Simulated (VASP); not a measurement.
# EuTe2 (R-3m) in VASP: single point with PBE+U

Aim: the single point of EuTe2 with PBE+U.

Everything below comes from runs of VASP 6.6.1. Logs are shortened: lines on timing, memory, paths and dates and some standing lists are left out, and cuts for length are marked.

**1. The cell of the first run**

It takes space group R-3m (No. 166, trigonal). The conventional cell has a = 5.458 Å, b = 5.458 Å, c = 13.347 Å, α = 90.00°, β = 90.00°, γ = 120.00°. Eu (site symmetry -3m) has 8 Te at 3.34 Å within 4.4 Å. Te (site symmetry 3m) has 4 Eu at 3.34 Å and 6 Te at 3.86 Å within 4.4 Å.

**2. Single point, PBE+U, collinear spin, ferromagnetic start (38.26 Å³/atom)**

INCAR

```
ALGO = Normal
EDIFF = 1E-6
ENCUT = 520
GGA = PE
ISIF = 2
ISMEAR = 0
ISPIN = 2
LASPH = T
LCHARG = F
LDAU = T
LDAUJ = 0 0
LDAUL = 3 -1
LDAUPRINT = 1
LDAUTYPE = 2
LDAUU = 6 0
LMAXMIX = 6
LORBIT = 11
LREAL = F
LWAVE = F
MAGMOM = 7.62 0.11 0.11
NBANDS = 26
NELM = 150
PREC = Accurate
SIGMA = 0.05
```

KPOINTS

```
k-points
0
Gamma
  8 8 8
```

POSCAR

```
EuTe2
1.0
    2.7291336220      1.5756660313      4.4488764340
   -2.7291336220      1.5756660313      4.4488764340
    0.0000000000     -3.1513320626      4.4488764340
Eu Te
1 2
Direct
    0.0000000000      0.0000000000      0.0000000000
    0.2499171022      0.2499171022      0.2499171022
    0.7500828978      0.7500828978      0.7500828978
```

Potentials or basis: VASP PAW PBE potentials, release 64 (Eu, Te).

Started as:

```sh
cat potpaw_PBE.64/Eu/POTCAR potpaw_PBE.64/Te/POTCAR > POTCAR
mpirun -np 1 vasp_std > vasp.out
```

OUTCAR:

```text
EDIFF = 1E-6
   ENCUT = 520
   GGA = PE
   ISIF = 2
   ISMEAR = 0
   ISPIN = 2
   LASPH = T
   LORBIT = 11
   LREAL = F
   NELM = 150
   PREC = Accurate

 ion  position               nearest neighbor table
   1  0.000  0.000  0.000-   2 3.34   3 3.34   3 3.34   2 3.34   3 3.34   3 3.34   2 3.34   2 3.34

   2  0.250  0.250  0.250-   1 3.34   1 3.34   1 3.34   1 3.34
   3  0.750  0.750  0.750-   1 3.34   1 3.34   1 3.34   1 3.34

  LATTYP: Found a trigonal (rhomboedric) cell.
 ALAT       =     5.4519166624
 COS(alpha) =     0.4988344869

  Lattice vectors:

 A1 = (   2.7291336220,   1.5756660313,   4.4488764340)
 A2 = (  -2.7291336220,   1.5756660313,   4.4488764340)
 A3 = (   0.0000000000,  -3.1513320626,   4.4488764340)

Analysis of symmetry for initial positions (statically):
=====================================================================
 Subroutine PRICEL returns:
 Original cell was already a primitive cell.

 Routine SETGRP: Setting up the symmetry group for a
 trigonal (rhombohedral) supercell.

 Subroutine GETGRP returns: Found 12 space group operations
 (whereof 12 operations were pure point group operations)
 out of a pool of 12 trial point group operations.

The static configuration has the point symmetry D_3d.

Analysis of symmetry for dynamics (positions and initial velocities):
=====================================================================
 Subroutine PRICEL returns:
 Original cell was already a primitive cell.

 Routine SETGRP: Setting up the symmetry group for a
 trigonal (rhombohedral) supercell.

 Subroutine GETGRP returns: Found 12 space group operations
 (whereof 12 operations were pure point group operations)
 out of a pool of 12 trial point group operations.

The dynamic configuration has the point symmetry D_3d.

Analysis of structural, dynamic, and magnetic symmetry:
=====================================================================
 Subroutine PRICEL returns:
 Original cell was already a primitive cell.

 Routine SETGRP: Setting up the symmetry group for a
 trigonal (rhombohedral) supercell.

 Subroutine GETGRP returns: Found 12 space group operations
 (whereof 12 operations were pure point group operations)
 out of a pool of 12 trial point group operations.

The overall configuration has the point symmetry D_3d.

 Subroutine INISYM returns: Found 12 space group operations
 (whereof 12 operations are pure point group operations),
 and found     1 'primitive' translations

----------------------------------------------------------------------------------------

                                     Primitive cell

  volume of cell :     114.7864

  direct lattice vectors                    reciprocal lattice vectors
     2.729133622  1.575666031  4.448876434     0.183208325  0.105775376  0.074925285
[... 122 lines left out ...]
   LRPA    =     F    only Hartree local field effects (RPA)
 spin polarized calculation
 Gauss-broadening in eV      SIGMA  =   0.05
  energy-cutoff  :      520.00
  volume of cell :      114.79
 maximum number of plane-waves:      3119
 NGX is ok and might be reduce to    42
   NGX = 21   NGY = 21   NGZ = 21

atom =   1  type =  1  l = 3

 onsite density matrix

spin component  1

  0.9403 -0.0000 -0.0000  0.0384 -0.0000 -0.0000  0.0000
 -0.0000  0.9754 -0.0000 -0.0000  0.0025 -0.0000 -0.0000
 -0.0000 -0.0000  0.9797 -0.0000  0.0000  0.0025 -0.0000
  0.0384 -0.0000 -0.0000  0.9311 -0.0000 -0.0000 -0.0000
 -0.0000  0.0025  0.0000 -0.0000  0.9797  0.0000 -0.0000
 -0.0000 -0.0000  0.0025 -0.0000  0.0000  0.9754 -0.0000
  0.0000 -0.0000 -0.0000 -0.0000 -0.0000 -0.0000  0.9808

spin component  2

  0.0015  0.0000 -0.0000 -0.0008 -0.0000  0.0000  0.0000
  0.0000  0.0007 -0.0000 -0.0000 -0.0000  0.0000  0.0000
 -0.0000 -0.0000  0.0007  0.0000 -0.0000 -0.0000  0.0000
 -0.0008 -0.0000  0.0000  0.0016  0.0000 -0.0000  0.0000
 -0.0000 -0.0000 -0.0000  0.0000  0.0007  0.0000 -0.0000
  0.0000  0.0000 -0.0000 -0.0000  0.0000  0.0007 -0.0000
  0.0000  0.0000  0.0000  0.0000 -0.0000 -0.0000  0.0007

 occupancies and eigenvectors

  o =  0.0007  v =  0.0000  0.0000  0.0000  0.0000  0.0000  0.0000  0.0000 -0.0000  0.0000 -0.0000  0.0000  0.0000 -0.0000  1.0000      0.0000  0.0000  0.0000  0.0000  0.0000  0.0000  0.0000  0.0000  0.0000  0.0000  0.0000  0.0000  0.0000  0.0000
  o =  0.0007  v =  0.0000  0.0000  0.0000  0.0000  0.0000  0.0000  0.0000  0.0000 -0.0000  0.8949  0.0000 -0.0000  0.4462  0.0000      0.0000  0.0000  0.0000  0.0000  0.0000  0.0000  0.0000  0.0000  0.0000  0.0000  0.0000  0.0000  0.0000  0.0000
  o =  0.0007  v =  0.0000  0.0000  0.0000  0.0000  0.0000  0.0000  0.0000 -0.0000  0.4462  0.0000 -0.0000  0.8949  0.0000 -0.0000      0.0000  0.0000  0.0000  0.0000  0.0000  0.0000  0.0000  0.0000  0.0000  0.0000  0.0000  0.0000  0.0000  0.0000
  o =  0.0008  v =  0.0000  0.0000  0.0000  0.0000  0.0000  0.0000  0.0000  0.0000  0.0000 -0.4462  0.0000 -0.0000  0.8949 -0.0000      0.0000  0.0000  0.0000  0.0000  0.0000  0.0000  0.0000  0.0000  0.0000  0.0000  0.0000  0.0000  0.0000  0.0000
  o =  0.0008  v =  0.0000  0.0000  0.0000  0.0000  0.0000  0.0000  0.0000  0.0000 -0.8949 -0.0000  0.0000  0.4462  0.0000 -0.0000      0.0000  0.0000  0.0000  0.0000  0.0000  0.0000  0.0000  0.0000  0.0000  0.0000  0.0000  0.0000  0.0000  0.0000
  o =  0.0008  v =  0.0000  0.0000  0.0000  0.0000  0.0000  0.0000  0.0000 -0.7494 -0.0000 -0.0000 -0.6622  0.0000  0.0000 -0.0000      0.0000  0.0000  0.0000  0.0000  0.0000  0.0000  0.0000  0.0000  0.0000  0.0000  0.0000  0.0000  0.0000  0.0000
  o =  0.0023  v =  0.0000  0.0000  0.0000  0.0000  0.0000  0.0000  0.0000 -0.6622 -0.0000  0.0000  0.7494  0.0000 -0.0000  0.0000      0.0000  0.0000  0.0000  0.0000  0.0000  0.0000  0.0000  0.0000  0.0000  0.0000  0.0000  0.0000  0.0000  0.0000
  o =  0.8970  v = -0.6637  0.0000 -0.0000  0.7480 -0.0000  0.0000 -0.0000  0.0000  0.0000  0.0000  0.0000  0.0000  0.0000  0.0000      0.0000  0.0000  0.0000  0.0000  0.0000  0.0000  0.0000  0.0000  0.0000  0.0000  0.0000  0.0000  0.0000  0.0000
  o =  0.9743  v = -0.0000 -0.0000  0.4125 -0.0000  0.0000 -0.9110  0.0000  0.0000  0.0000  0.0000  0.0000  0.0000  0.0000  0.0000      0.0000  0.0000  0.0000  0.0000  0.0000  0.0000  0.0000  0.0000  0.0000  0.0000  0.0000  0.0000  0.0000  0.0000
  o =  0.9743  v =  0.0000 -0.9110 -0.0000  0.0000  0.4125  0.0000  0.0000  0.0000  0.0000  0.0000  0.0000  0.0000  0.0000  0.0000      0.0000  0.0000  0.0000  0.0000  0.0000  0.0000  0.0000  0.0000  0.0000  0.0000  0.0000  0.0000  0.0000  0.0000
  o =  0.9744  v =  0.7480 -0.0000  0.0000  0.6637  0.0000 -0.0000  0.0000  0.0000  0.0000  0.0000  0.0000  0.0000  0.0000  0.0000      0.0000  0.0000  0.0000  0.0000  0.0000  0.0000  0.0000  0.0000  0.0000  0.0000  0.0000  0.0000  0.0000  0.0000
  o =  0.9808  v = -0.0000 -0.0000  0.9110 -0.0000 -0.0000  0.4125 -0.0000  0.0000  0.0000  0.0000  0.0000  0.0000  0.0000  0.0000      0.0000  0.0000  0.0000  0.0000  0.0000  0.0000  0.0000  0.0000  0.0000  0.0000  0.0000  0.0000  0.0000  0.0000
  o =  0.9808  v = -0.0000  0.4125  0.0000 -0.0000  0.9110  0.0000  0.0000  0.0000  0.0000  0.0000  0.0000  0.0000  0.0000  0.0000      0.0000  0.0000  0.0000  0.0000  0.0000  0.0000  0.0000  0.0000  0.0000  0.0000  0.0000  0.0000  0.0000  0.0000
  o =  0.9808  v =  0.0000 -0.0000 -0.0000 -0.0000 -0.0000 -0.0000  1.0000  0.0000  0.0000  0.0000  0.0000  0.0000  0.0000  0.0000      0.0000  0.0000  0.0000  0.0000  0.0000  0.0000  0.0000  0.0000  0.0000  0.0000  0.0000  0.0000  0.0000  0.0000

 number of electron      28.9999996 magnetization       7.3269242

 Free energy of the ion-electron system (eV)
  ---------------------------------------------------
  ext. energy  EPLUGINS =         0.00000000
  ---------------------------------------------------
  free energy    TOTEN  =       -19.40471495 eV

  energy without entropy =      -19.39959044  energy(sigma->0) =      -19.40215269

 E-fermi :   3.1055     XC(G=0):  -8.5936

 val. band max:        3.0981215573   @ k =   0.3750   0.3750   0.0000
 cond. band min:       3.1138315439   @ k =  -0.2500   0.5000   0.2500
 fundamental gap:      0.0157099866
 Fermi energy:         3.1054890683

 spin component 1

 k-point     1 :       0.0000    0.0000    0.0000
  band No.  band energies     occupation
      1     -36.8815      1.00000
      2     -15.7881      1.00000
      3     -15.7878      1.00000
      4     -15.7878      1.00000
      5      -7.9416      1.00000
      6      -6.2112      1.00000
[... 1385 lines left out ...]
     25      12.3949      0.00000
     26      12.4483      0.00000

 [... further k-points ...]

------------------------ aborting loop because EDIFF is reached ----------------------------------------

  FORCE on cell =-STRESS in cart. coord.  units (eV):
  Direction    XX          YY          ZZ          XY          YZ          ZX
  --------------------------------------------------------------------------------------
  -------------------------------------------------------------------------------------
  Total       -0.4114182     -0.4114182     -0.3703139      0.0000000     -0.0000000      0.0000000
  in kB       -5.7425334     -5.7425334     -5.1688035      0.0000000     -0.0000000      0.0000000
  external PRESSURE =      -5.5512901 kB  Pullay stress =       0.0000000 kB

 VOLUME and BASIS-vectors are now :
 -----------------------------------------------------------------------------
  energy-cutoff  :      520.00
  volume of cell :      114.79
      direct lattice vectors                 reciprocal lattice vectors
     2.729133622  1.575666031  4.448876434     0.183208325  0.105775376  0.074925285
    -2.729133622  1.575666031  4.448876434    -0.183208325  0.105775376  0.074925285
     0.000000000 -3.151332063  4.448876434     0.000000000 -0.211550752  0.074925285

 POSITION                                       TOTAL-FORCE (eV/Angst)
 -----------------------------------------------------------------------------------
      0.00000      0.00000      0.00000         0.000000     -0.000000     -0.000000
      0.00000      0.00000      3.33555         0.000000     -0.000000      0.009032
      0.00000      0.00000     10.01108         0.000000      0.000000     -0.009032
 -----------------------------------------------------------------------------------
    total drift:                               -0.000000     -0.000000      0.000000

  FREE ENERGIE OF THE ION-ELECTRON SYSTEM (eV)
  ---------------------------------------------------
  free  energy   TOTEN  =       -19.4047149465 eV

  energy  without entropy=      -19.3995904405  energy(sigma->0) =      -19.40215269

 total charge

# of ion       s       p       d       f       tot
--------------------------------------------------
    1        2.033   5.767   0.262   6.762  14.824
    2        1.387   1.946   0.013   0.000   3.346
    3        1.387   1.946   0.013   0.000   3.346
--------------------------------------------------
tot          4.807   9.660   0.288   6.762  21.517

 magnetization (x)

# of ion       s       p       d       f       tot
--------------------------------------------------
    1       -0.013  -0.114   0.067   6.749   6.689
    2       -0.000   0.081   0.001   0.000   0.083
    3       -0.000   0.081   0.001   0.000   0.083
--------------------------------------------------
tot         -0.013   0.048   0.070   6.749   6.854
```

Run time: 42 min. Hardware: 1 thread of Intel Xeon 8259CL, shared host; peak memory 0.55 GiB.

What came out:

* Free energy: -19.4047 eV
* Pressure: -0.6 GPa
* Largest force: 0.009 eV/Å
* Net moment: 7.33 μB per cell
* Site moments: Eu +6.69; Te +0.08 μB
* Valence electrons inside the program's atomic spheres: Eu 14.82; Te 3.35

Forces in eV/Å, atoms in the order of the input:
```
Eu   0.000  0.000  0.000
Te   0.000  0.000  0.009
Te   0.000  0.000 -0.009
```

Eigenvalues of the final occupation matrices:
| site | spin | trace | eigenvalues |
| --- | --- | --- | --- |
| site 1 f | 1 | 6.76 | 0.90 0.97 0.97 0.97 0.98 0.98 0.98 |
| site 1 f | 2 | 0.01 | 0.00 0.00 0.00 0.00 0.00 0.00 0.00 |

Caveat: spin-orbit coupling is left out, which moves the levels of the heavy elements; a cell with one magnetic atom can't hold antiferromagnetic order, which such compounds often take.
